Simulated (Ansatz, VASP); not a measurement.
GaSb: VASP beside Ansatz

Contents of POSCAR:

```
GaSb
1.0
    0.0000000000      3.0556142714      3.0556142714
    3.0556142714      0.0000000000      3.0556142714
    3.0556142714      3.0556142714      0.0000000000
Ga Sb
1 1
Direct
    0.0000000000      0.0000000000      0.0000000000
    0.2500000000      0.2500000000      0.2500000000
```

INCAR.step1

```
PREC = Accurate ; ENCUT = 520
EDIFF = 1E-5 ; ISMEAR = 0
SIGMA = 0.1 ; LREAL = False
LASPH = True ; NELM = 100
ALGO = Normal ; ISIF = 2
LWAVE = True ; LCHARG = False
NBANDS = 16 ; GGA = PE
```

Contents of INCAR.step2:

```
PREC = Accurate ; ENCUT = 520
EDIFF = 1E-6 ; ISMEAR = 0
SIGMA = 0.1 ; LREAL = False
LASPH = True ; NELM = 100
ALGO = Normal ; ISIF = 2
LWAVE = False ; LCHARG = False
GGA = PE ; LHFCALC = True
HFSCREEN = 0.2079 ; PRECFOCK = Normal
NBANDS = 16 ; ISTART = 1
```

File KPOINTS:

```
regular mesh
0
Gamma
  4 4 4
```

Input for Ansatz:

```yaml
crystal:
  lattice:
    - [0.0, 3.0556142714, 3.0556142714]
    - [3.0556142714, 0.0, 3.0556142714]
    - [3.0556142714, 3.0556142714, 0.0]
  atoms:
    - { symbol: Ga, position: [0.0, 0.0, 0.0] }
    - { symbol: Sb, position: [0.25, 0.25, 0.25] }
basis:
  ecutwfc: 420
kpoints:
  mp_grid: { grid: [4, 4, 4] }
  band_path:
    path:
      - [0.0, 0.0, 0.0]
      - [-0.5, -0.5, 0.0]
      - [-0.375, -0.375, 0.25]
      - [-0.375, 0.0, 0.375]
      - [0.0, 0.0, 0.5]
      - [-0.5, -0.25, 0.25]
    npoints: 1
hamiltonian:
  xc: hse06
scf:
  occupations: { method: gaussian, width: 0.1 }
  n_extra_bands: 4
output:
  eigenvalues: true
```

Alike in both runs: task single point; functional HSE06; k mesh 4 × 4 × 4; occupations gaussian, width 0.1 eV; no spin polarisation.

|  | VASP | Ansatz |
| --- | --- | --- |
| version | VASP 6.6.1 | Ansatz 0.2.0 |
| potentials or method | VASP PAW PBE potentials, release 64 (Ga_d, Sb), cutoff 520 eV | scalar-relativistic, plane waves, PAW |
| valence electrons in the cell | 18 | 28 |

```tsv
	VASP	Ansatz	Ansatz less VASP
gap on the k mesh at the Fermi level (eV)	0.93	0.91	-0.019
least direct gap on the mesh (eV)	0.93	0.91	-0.019
```

VASP's potentials hold 18 valence electrons a cell and Ansatz's 28, so a difference there can come from the potentials and not from the codes.

The k mesh is coarse, so the values compare programs but aren't converged. Spin-orbit coupling is off throughout.
